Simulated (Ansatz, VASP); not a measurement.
## Zn in VASP and in Ansatz

```
Zn
1.0
    -1.52917    1.52917    1.52917
     1.52917   -1.52917    1.52917
     1.52917    1.52917   -1.52917
Zn
1
Direct
  0.00000 0.00000 0.00000
```

Alike in both runs: functional PBEsol; k mesh 12 × 12 × 12; occupations fermi-dirac, width 0.15 eV; no spin polarisation.

Ansatz relaxed the structure, and its values are those at the end. VASP's run is a single point on that final structure, the one shown.

```csv
,VASP,Ansatz
version,VASP 6.6.1,Ansatz 0.2.0
potentials or method,"VASP PAW PBE potentials, release 64 (Zn), cutoff 520 eV","plane waves, PAW"
valence electrons in the cell,12,12
```

```csv
,VASP,Ansatz,Ansatz less VASP
pressure (GPa),0.4,0.0,-0.43
```

VASP's potentials were made for PBE, not for PBEsol. Ansatz's warnings: stress scf threshold loose.
